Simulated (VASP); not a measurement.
Runs of VASP 6.6.1 on NaCdIn. The structure is that of space group P-6m2 (No. 187), or close to it. The cells are those of the table. 

```csv
cell,k mesh,gap on the mesh (eV),pressure (GPa)
"a = 5.389, b = 5.389, c = 3.303 Å, angles 90.0, 90.0, 120.0°, 3 atoms",6 × 6 × 6,none,-1.5
"a = 5.057, b = 5.057, c = 3.305 Å, angles 90.0, 90.0, 120.0°, 3 atoms",12 × 12 × 14,none,1.9
"a = 5.139, b = 5.139, c = 3.404 Å, angles 90.0, 90.0, 120.0°, 3 atoms",12 × 12 × 14,none,(b)
"a = 5.019, b = 5.019, c = 3.248 Å, angles 90.0, 90.0, 120.0°, 3 atoms",12 × 12 × 14,none,3.1
"a = 5.102, b = 5.102, c = 3.350 Å, angles 90.0, 90.0, 120.0°, 3 atoms",12 × 12 × 14,none,0.9
"a = 4.973, b = 4.973, c = 3.200 Å, angles 90.0, 90.0, 120.0°, 3 atoms",12 × 12 × 14,none,4.6
"a = 5.172, b = 5.172, c = 3.462 Å, angles 90.0, 90.0, 120.0°, 3 atoms",12 × 12 × 14,none,(a)
```

Alike in all rows: task single point; level PBE; potentials or basis VASP PAW PBE potentials, release 64 (Na_pv, Cd, In_d); no spin polarisation; cutoff (eV) 520; smearing gaussian 0.1 eV.

Fill in the values left out.

(a) -0.6; (b) 0.1.

Caveats: spin-orbit coupling is left out, which moves the levels of the heavy elements; the cell stands under pressure (at least some runs).

A k mesh can miss the band edges, and the runs leave out spin-orbit coupling on Cd, In.

A gap of «none» marks levels without a gap at the run's occupations.
